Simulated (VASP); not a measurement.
Input of a VASP 6.6.1 run:

The input INCAR:

```
SYSTEM = Sn
PREC = Accurate ; ENCUT = 520
EDIFF = 1E-6 ; ISMEAR = 0
SIGMA = 0.1 ; LREAL = .False.
LASPH = .True. ; NELM = 80
ALGO = Fast ; ISIF = 2
LWAVE = .False. ; LCHARG = .False.
GGA = PS ; NBANDS = 21
```

The input KPOINTS:

```
Automatic mesh
0
Gamma
  14 14 14
  0 0 0
```

Contents of POSCAR:

```
Sn
1.0
   -2.8226661118      2.8226661118      1.5347990122
    2.8226661118     -2.8226661118      1.5347990122
    2.8226661118      2.8226661118     -1.5347990122
Sn
2
Direct
    0.7500000000      0.2500000000      0.5000000000
    0.0000000000      0.0000000000      0.0000000000
```

Potentials or basis: VASP PAW PBE potentials, release 64 (Sn_d).

Run with:

```sh
$ cat potpaw_PBE.64/Sn_d/POTCAR > POTCAR
$ mpirun -np 1 vasp_std > vasp.out
```

Q: Predict the pressure.

A: 6.7 GPa.

Q: What does it give for the band gap on the k mesh?

A: Zero (bands 14 and 15 overlap by 4.64 eV).

Caveat: the cell stands under pressure; the PAW data sets were made with another functional, which shifts forces and pressure a little; spin-orbit coupling is left out, which moves the levels of the heavy elements.
